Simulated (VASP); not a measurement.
# SnO (P4/nmm) in VASP: further runs

SnO is run at these levels: PBE; tasks: single point.

Everything below comes from runs of VASP 6.6.1. Logs are shortened: lines on timing, memory, paths and dates and some standing lists are left out, and cuts for length are marked.

## 1. The cell of the first run

Symmetry: P4/nmm, No. 129, tetragonal system. Conventional cell: a = 3.802 Å, b = 3.802 Å, c = 4.691 Å, α = 90.00°, β = 90.00°, γ = 90.00°. Within 2.9 Å of Sn (site symmetry 4mm) lie 4 O at 2.21 Å. Within 2.9 Å of O (site symmetry -4m2) lie 4 Sn at 2.21 Å and 4 O at 2.69 Å.

## 2. Single point, PBE (zz strain of -3 %)

INCAR reads:

```
PREC     = Accurate       # precision mode
ENCUT    = 520            # plane-wave cutoff, eV
EDIFF    = 1E-6           # SCF threshold, eV
ISMEAR   = -1             # smearing method
SIGMA    = 0.01           # smearing width, eV
LREAL    = F              # projectors in reciprocal space
LASPH    = T              # aspherical terms in the spheres
NELM     = 60             # most SCF steps
ALGO     = Normal         # electronic algorithm
ISIF     = 2              # what is computed and relaxed
LWAVE    = F              # write WAVECAR
LCHARG   = F              # write CHGCAR
GGA      = PE             # functional
NBANDS   = 28             # bands
```

KPOINTS reads:

```
regular mesh
0
Gamma
  8 8 6
```

POSCAR reads:

```
SnO
1.0
    3.8020000000      0.0000000000      0.0000000000
    0.0000000000      3.8020000000      0.0000000000
    0.0000000000      0.0000000000      4.6909200000
Sn O
2 2
Direct
    0.0000000000      0.5000000000      0.2385000000
    0.5000000000      0.0000000000      0.7615000000
    0.0000000000      0.0000000000      0.0000000000
    0.5000000000      0.5000000000      0.0000000000
```

Potentials or basis: VASP PAW PBE potentials, release 64 (Sn_d, O).

Launch:

```bash
$ cat potpaw_PBE.64/Sn_d/POTCAR potpaw_PBE.64/O/POTCAR > POTCAR
$ mpirun -np 1 vasp_std > vasp.out
```

OUTCAR:

```text
PREC = Accurate
   ENCUT = 520
   EDIFF = 1E-6
   ISMEAR = -1
   LREAL = F
   LASPH = T
   NELM = 60
   ISIF = 2
   GGA = PE

 ion  position               nearest neighbor table
   1  0.000  0.500  0.239-   3 2.21   4 2.21   3 2.21   4 2.21   2 3.50   2 3.50   2 3.50   2 3.50
                             2 3.64   2 3.64   2 3.64   2 3.64
   2  0.500  0.000  0.761-   3 2.21   4 2.21   4 2.21   3 2.21   1 3.50   1 3.50   1 3.50   1 3.50
                             1 3.64   1 3.64   1 3.64   1 3.64
   3  0.000  0.000  0.000-   1 2.21   2 2.21   1 2.21   2 2.21
   4  0.500  0.500  0.000-   1 2.21   2 2.21   2 2.21   1 2.21

  LATTYP: Found a simple tetragonal cell.
 ALAT       =     3.8020000000
 C/A-ratio  =     1.2338032614

  Lattice vectors:

 A1 = (   3.8020000000,   0.0000000000,   0.0000000000)
 A2 = (   0.0000000000,   3.8020000000,   0.0000000000)
 A3 = (   0.0000000000,   0.0000000000,   4.6909200000)

Analysis of symmetry for initial positions (statically):
=====================================================================
 Subroutine PRICEL returns:
 Original cell was already a primitive cell.

 Routine SETGRP: Setting up the symmetry group for a
 simple tetragonal supercell.

 Subroutine GETGRP returns: Found 16 space group operations
 (whereof  8 operations were pure point group operations)
 out of a pool of 16 trial point group operations.

The static configuration has the point symmetry D_2d.
 The point group associated with its full space group is D_4h.

Analysis of symmetry for dynamics (positions and initial velocities):
=====================================================================
 Subroutine PRICEL returns:
 Original cell was already a primitive cell.

 Routine SETGRP: Setting up the symmetry group for a
 simple tetragonal supercell.

 Subroutine GETGRP returns: Found 16 space group operations
 (whereof  8 operations were pure point group operations)
 out of a pool of 16 trial point group operations.

The dynamic configuration has the point symmetry D_2d.
 The point group associated with its full space group is D_4h.

 Subroutine INISYM returns: Found 16 space group operations
 (whereof  8 operations are pure point group operations),
 and found     1 'primitive' translations

----------------------------------------------------------------------------------------

                                     Primitive cell

  volume of cell :      67.8082

  direct lattice vectors                    reciprocal lattice vectors
     3.802000000  0.000000000  0.000000000     0.263019463  0.000000000  0.000000000
     0.000000000  3.802000000  0.000000000     0.000000000  0.263019463  0.000000000
     0.000000000  0.000000000  4.690920000     0.000000000  0.000000000  0.213177799

  length of vectors
     3.802000000  3.802000000  4.690920000     0.263019463  0.263019463  0.213177799

  position of ions in fractional coordinates (direct lattice)
     0.000000000  0.500000000  0.238500000
     0.500000000  0.000000000  0.761500000
     0.000000000  0.000000000  0.000000000
     0.500000000  0.500000000  0.000000000

  ion indices of the primitive-cell ions
   primitive index   ion index
                 1           1
                 2           2
                 3           3
                 4           4

----------------------------------------------------------------------------------------

 KPOINTS: regular mesh

Automatic generation of k-mesh.
 Grid dimensions read from file:
 generate k-points for:    8    8    6

 Generating k-lattice:

  Cartesian coordinates                     Fractional coordinates (reciprocal lattice)
     0.032877433  0.000000000  0.000000000     0.125000000  0.000000000  0.000000000
     0.000000000  0.032877433  0.000000000     0.000000000  0.125000000  0.000000000
     0.000000000  0.000000000  0.035529633     0.000000000  0.000000000  0.166666667

  Length of vectors
     0.032877433  0.032877433  0.035529633

  Shift w.r.t. Gamma in fractional coordinates (k-lattice)
     0.000000000  0.000000000  0.000000000

 Subroutine IBZKPT returns following result:
 ===========================================

 Found     60 irreducible k-points:

 Following reciprocal coordinates:
            Coordinates               Weight
  0.000000  0.000000  0.000000      1.000000
  0.125000  0.000000  0.000000      4.000000
  0.250000  0.000000  0.000000      4.000000
  0.375000  0.000000  0.000000      4.000000
  0.500000  0.000000  0.000000      2.000000
  0.125000  0.125000  0.000000      4.000000
[... 16 lines left out ...]
  0.375000  0.125000  0.166667     16.000000
  0.500000  0.125000  0.166667      8.000000
 [... further k-points ...]
   k-points           NKPTS =     60   k-points in BZ     NKDIM =     60   number of bands    NBANDS=     28
   number of dos      NEDOS =    301   number of ions     NIONS =      4
   total plane-waves  NPLWV =  28224
   dimension x,y,z NGX =    28 NGY =   28 NGZ =   36
   dimension x,y,z NGXF=    56 NGYF=   56 NGZF=   72
   ions per type =               2   2
   NGX,Y,Z   is equivalent  to a cutoff of  12.24, 12.24, 12.76 a.u.
   NGXF,Y,Z  is equivalent  to a cutoff of  24.49, 24.49, 25.52 a.u.
 SYSTEM =  unknown system
   PREC   = accura    normal or accurate (medium, high low for compatibility)
   ISTART =      0    job   : 0-new  1-cont  2-samecut
   ICHARG =      2    charge: 1-file 2-atom 10-const
   ISPIN  =      1    spin polarized calculation?
   LNONCOLLINEAR =      F non collinear calculations
   LSORBIT =      F    spin-orbit coupling
   LASPH  =      T    aspherical Exc in radial PAW
   ENCUT  =  520.0 eV  38.22 Ry    6.18 a.u.   7.07  7.07  8.72*2*pi/ulx,y,z
   NELM   =     60;   NELMIN=  2; NELMDL= -5     # of ELM steps
   EDIFF  = 0.1E-05   stopping-criterion for ELM
   LREAL  =      F    real-space projection
   EDIFFG = 0.1E-04   stopping-criterion for IOM
   NSW    =      0    number of steps for IOM
   IBRION =     -1    ionic relax: 0-MD 1-quasi-New 2-CG
   NFREE  =      0    steps in history (QN), initial steepest desc. (CG)
   ISIF   =      2    stress and relaxation
   ISYM   =      2    0-nonsym 1-usesym 2-fastsym
   POTIM  = 0.5000    time-step for ionic-motion
   TEBEG  =    0.0;   TEEND  =   0.0 temperature during run
   PSTRESS=    0.0 pullay stress
   NELECT =      40.0000    total number of electrons
   NUPDOWN=      -1.0000    fix difference up-down
   EMIN   =  10.00;   EMAX   =-10.00  energy-range for DOS
   EFERMI =   0.00;   METHOD = LEGACY
   ISMEAR =    -1;   SIGMA  =   0.01  broadening in eV -4-tet -1-fermi 0-gaus
   EFERMI_NEDOS =   21; number of points for ismear=-14 and -15
   IALGO  =     38    algorithm
   IMIX   =      4    mixing-type and parameters
     AMIX     =   0.40;   BMIX     =  1.00
     AMIX_MAG =   1.60;   BMIX_MAG =  1.00
  volume/ion in A,a.u.               =      16.95       114.40
  Fermi-wavevector in a.u.,A,eV,Ry     =   1.372990  2.594575 25.648368  1.885102
  Thomas-Fermi vector in A             =   2.498547
   LORBIT       =      0    0 simple, 1 ext, 2 COOP (PROOUT), +10 PAW based schemes
   GGA     = PE    functional components
[... 5 lines left out ...]
 non-spin polarized calculation
  energy-cutoff  :      520.00
  volume of cell :       67.81
 maximum number of plane-waves:      1842
   NGX = 15   NGY = 15   NGZ = 17

 number of electron      39.9999998 magnetization

 Free energy of the ion-electron system (eV)
  ---------------------------------------------------
  ext. energy  EPLUGINS =         0.00000000
  ---------------------------------------------------
  free energy    TOTEN  =       -22.59573430 eV

  energy without entropy =      -22.59566685  energy(sigma->0) =      -22.59570057

 E-fermi :   7.6075     XC(G=0): -10.4319

 val. band max:        7.5728264645   @ k =   0.1250   0.0000   0.0000
 cond. band min:       7.6322089869   @ k =   0.5000   0.5000   0.0000
 fundamental gap:      0.0593825225
 Fermi energy:         7.6074886461

 k-point     1 :       0.0000    0.0000    0.0000
  band No.  band energies     occupation
      1     -14.5504      2.00000
      2     -14.0473      2.00000
      3     -14.0473      2.00000
      4     -14.0276      2.00000
      5     -13.9902      2.00000
      6     -13.9891      2.00000
[... 20 lines left out ...]
     27      14.4029      0.00000
     28      14.7313      0.00000

 k-point     2 :       0.1250    0.0000    0.0000
  band No.  band energies     occupation
      1     -14.5410      2.00000
      2     -14.0430      2.00000
      3     -14.0429      2.00000
      4     -14.0383      2.00000
      5     -14.0003      2.00000
      6     -13.9904      2.00000
[... 20 lines left out ...]
     27      14.5770      0.00000
     28      15.9314      0.00000

 k-point     3 :       0.2500    0.0000    0.0000
  band No.  band energies     occupation
      1     -14.5142      2.00000
      2     -14.1701      2.00000
      3     -14.0307      2.00000
      4     -14.0302      2.00000
      5     -13.9960      2.00000
      6     -13.9934      2.00000
[... 20 lines left out ...]
     27      14.8563      0.00000
     28      17.9435      0.00000

 k-point     4 :       0.3750    0.0000    0.0000
  band No.  band energies     occupation
      1     -14.4705      2.00000
      2     -14.3032      2.00000
      3     -14.0152      2.00000
      4     -14.0125      2.00000
      5     -13.9970      2.00000
      6     -13.9890      2.00000
[... 578 lines left out ...]
     27      15.8738      0.00000
     28      17.1750      0.00000

 k-point    23 :       0.3750    0.1250    0.1667
  band No.  band energies     occupation
      1     -14.4732      2.00000
      2     -14.3288      2.00000
      3     -14.0284      2.00000
      4     -14.0081      2.00000
      5     -13.9995      2.00000
      6     -13.9826      2.00000
[... 20 lines left out ...]
     27      16.0839      0.00000
     28      16.5849      0.00000

 k-point    24 :       0.5000    0.1250    0.1667
  band No.  band energies     occupation
      1     -14.4164      2.00000
      2     -14.4164      2.00000
      3     -14.0172      2.00000
      4     -14.0172      2.00000
      5     -13.9884      2.00000
      6     -13.9884      2.00000
[... 20 lines left out ...]
     27      16.2881      0.00000
     28      16.2881      0.00000

 [... further k-points ...]

------------------------ aborting loop because EDIFF is reached ----------------------------------------

  FORCE on cell =-STRESS in cart. coord.  units (eV):
  Direction    XX          YY          ZZ          XY          YZ          ZX
  --------------------------------------------------------------------------------------
  -------------------------------------------------------------------------------------
  Total        3.0692446      3.0692446      3.1131946      0.0000000      0.0000000      0.0000000
  in kB       72.5203408     72.5203408     73.5587946      0.0000000      0.0000000      0.0000000
  external PRESSURE =      72.8664921 kB  Pullay stress =       0.0000000 kB

 VOLUME and BASIS-vectors are now :
 -----------------------------------------------------------------------------
  energy-cutoff  :      520.00
  volume of cell :       67.81
      direct lattice vectors                 reciprocal lattice vectors
     3.802000000  0.000000000  0.000000000     0.263019463  0.000000000  0.000000000
     0.000000000  3.802000000  0.000000000     0.000000000  0.263019463  0.000000000
     0.000000000  0.000000000  4.690920000     0.000000000  0.000000000  0.213177799

 POSITION                                       TOTAL-FORCE (eV/Angst)
 -----------------------------------------------------------------------------------
      0.00000      1.90100      1.11878         0.000000      0.000000      0.989544
      1.90100      0.00000      3.57214         0.000000      0.000000     -0.989544
      0.00000      0.00000      0.00000         0.000000     -0.000000      0.000000
      1.90100      1.90100      0.00000        -0.000000      0.000000      0.000000
 -----------------------------------------------------------------------------------
    total drift:                                0.000000      0.000000      0.000000

  FREE ENERGIE OF THE ION-ELECTRON SYSTEM (eV)
  ---------------------------------------------------
  free  energy   TOTEN  =       -22.5957343036 eV

  energy  without entropy=      -22.5956668461  energy(sigma->0) =      -22.59570057
```

It took 69 s on 1 thread of Intel Xeon Platinum 8259CL at 2.50GHz (Skylake/Cascade Lake), shared host; peak memory 0.23 GiB.

Results:

- Free energy: -22.5957 eV
- Pressure: 7.3 GPa
- Largest force: 0.990 eV/Å
- Band gap on the k mesh: 0.06 eV (least direct gap 1.87 eV)

Forces on the atoms (eV/Å):
```
Sn   0.000  0.000  0.990
Sn   0.000  0.000 -0.990
O    0.000  0.000  0.000
O    0.000  0.000  0.000
```

Stress tensor (GPa, compression positive):
```
7.25 0.00 0.00
0.00 7.25 0.00
0.00 0.00 7.36
```

Caveat: the cell differs from its parent crystal (zz strain of -3 %); the cell stands under pressure; semilocal functionals underestimate gaps, and a narrow one can read as zero; spin-orbit coupling is left out, which moves the levels of the heavy elements.

## 3. Single point, PBE (16.78 Å³/atom)

This run uses another cell than the first one, of 16.78 Å³/atom.

INCAR reads:

```
SYSTEM = SnO
PREC     = Accurate       ! precision mode
ENCUT    = 520            ! plane-wave cutoff, eV
EDIFF    = 1E-6           ! SCF threshold, eV
ISMEAR   = -1             ! smearing method
SIGMA    = 0.01           ! smearing width, eV
LREAL    = .False.        ! projectors in reciprocal space
LASPH    = .True.         ! aspherical terms in the spheres
NELM     = 60             ! most SCF steps
ALGO     = Normal         ! electronic algorithm
ISIF     = 2              ! what is computed and relaxed
LWAVE    = .False.        ! write WAVECAR
LCHARG   = .False.        ! write CHGCAR
GGA      = PE             ! functional
NBANDS   = 28             ! bands
```

KPOINTS reads:

```
regular mesh
0
Gamma
  8 8 6
  0 0 0
```

POSCAR reads:

```
SnO
1.0
    3.7506153226      0.0000000000      0.0000000000
    0.0000000000      3.7506153226      0.0000000000
    0.0000000000      0.0000000000      4.7706406366
Sn O
2 2
Direct
    0.0000000000      0.5000000000      0.2385000000
    0.5000000000      0.0000000000      0.7615000000
    0.0000000000      0.0000000000      0.0000000000
    0.5000000000      0.5000000000      0.0000000000
```

Potentials or basis: VASP PAW PBE potentials, release 64 (Sn_d, O).

Launch:

```bash
$ cat potpaw_PBE.64/Sn_d/POTCAR potpaw_PBE.64/O/POTCAR > POTCAR
$ mpirun -np 1 vasp_std > vasp.out
```

It took 2.6 min on 1 thread of Intel Xeon 8259CL, shared host; peak memory 0.23 GiB.

The run converged. Its results:

| Item | Value |
| --- | --- |
| Free energy | -22.5510 eV |
| Pressure | 9.0 GPa |
| Largest force | 1.073 eV/Å |
| Band gap on the k mesh | zero (bands 20 and 21 overlap by 0.13 eV) |

Forces on the atoms (eV/Å):
```
Sn   0.000  0.000  1.073
Sn   0.000  0.000 -1.073
O    0.000  0.000  0.000
O    0.000  0.000  0.000
```

Stress tensor (GPa, compression positive):
```
9.78 0.00 0.00
0.00 9.78 0.00
0.00 0.00 7.54
```

Levels at points of the mesh, in eV from the Fermi level:
| k point | band 16 | band 17 | band 18 | band 19 | band 20 | band 21 | band 22 | band 23 | band 24 | band 25 |
| --- | --- | --- | --- | --- | --- | --- | --- | --- | --- | --- |
| (0.00, 0.00, 0.00) | -6.76 | -3.84 | -3.52 | -3.52 | 0.01 | 2.17 | 4.33 | 4.65 | 4.65 | 5.76 |
| (0.50, 0.00, 0.00) | -5.44 | -5.27 | -5.27 | -2.98 | -2.98 | 3.22 | 3.22 | 5.98 | 5.98 | 6.08 |
| (0.50, 0.50, 0.00) | -5.59 | -2.84 | -2.84 | -2.01 | -2.01 | -0.12 | -0.12 | 4.37 | 4.37 | 7.39 |
| (0.00, 0.00, 0.50) | -3.91 | -3.54 | -3.54 | -3.03 | -2.52 | 1.63 | 2.84 | 2.84 | 3.68 | 7.89 |
| (0.50, 0.00, 0.50) | -5.92 | -5.23 | -5.23 | -1.95 | -1.95 | 2.57 | 2.57 | 5.44 | 5.44 | 6.80 |
| (0.50, 0.50, 0.50) | -6.07 | -2.86 | -2.86 | -2.84 | -2.84 | 2.19 | 2.19 | 4.10 | 4.10 | 5.65 |

Caveat: the cell stands under pressure; semilocal functionals underestimate gaps, and a narrow one can read as zero; spin-orbit coupling is left out, which moves the levels of the heavy elements; forces of over 1 eV/Å act on the atoms, so gaps and moduli don't describe the material at rest.

[end of part 1 of 2]
